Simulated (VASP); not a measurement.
**HfB2: relaxation of shape and atoms at fixed volume with PBE**

The system is HfB2.

```
CELL_PARAMETERS angstrom
3.24046 0.00000 0.00000
-1.62023 2.80632 0.00000
0.00000 0.00000 3.61349
ATOMIC_POSITIONS crystal
Hf 0.00000 0.00000 0.00000
B 0.33333 0.66667 0.50000
B 0.66667 0.33333 0.50000
```

```
Program                : VASP 6.6.1
Task                   : relaxation of shape and atoms at fixed volume
Functional             : PBE
Potentials or basis    : VASP PAW PBE potentials, release 64 (Hf_pv, B)
Cutoff                 : 600 eV
k mesh                 : 15 × 15 × 12
Occupations            : gaussian, width 0.1 eV
Spin                   : no spin polarisation
Dipole correction      : no
Further INCAR settings : ALGO = Normal; EDIFF = 1e-06; IBRION = 2; EDIFFG = -0.01; NSW = 50; ISIF = 4
```

The energy gained by relaxing is 0.1 meV/atom. The ionic steps are 2 and the pressure after relaxing is -20.1 GPa. The band gap on the k mesh is zero (bands 8 and 9 overlap by 1.01 eV).

The path:
| step | energy change (eV) | largest force (eV/Å) | pressure (GPa) | volume (Å³) |
| --- | --- | --- | --- | --- |
| 1 | 0.0000 | 0.0000 | -20.21 | 32.86 |
| 2 | -0.0004 | 0.0000 | -20.13 | 32.86 |

Final structure:
```xyz
3
Lattice="3.2360 0.0000 0.0000 -1.6180 2.8025 0.0000 0.0000 0.0000 3.6234" Properties=species:S:1:pos:R:3 pbc="T T T"
Hf    3.2360    0.0000    3.6234
B     0.0000    1.8683    1.8117
B     1.6180    0.9342    1.8117
```

Levels at points of the mesh, in eV from the Fermi level:
```
           k point  band 5  band 6  band 7  band 8  band 9  band 10  band 11  band 12
(0.00, 0.00, 0.00)   -2.88   -2.84   -2.65   -2.65    3.52     3.52     4.04     4.04
(0.00, 0.00, 0.50)   -8.00   -1.14   -1.14    0.36    0.36     0.90     0.90     1.78
```

It took 3.1 min on 1 thread of AMD EPYC 7R13, on a shared host, peak memory 0.21 GiB.

Caveat: spin-orbit coupling is left out, which moves the levels of the heavy elements.
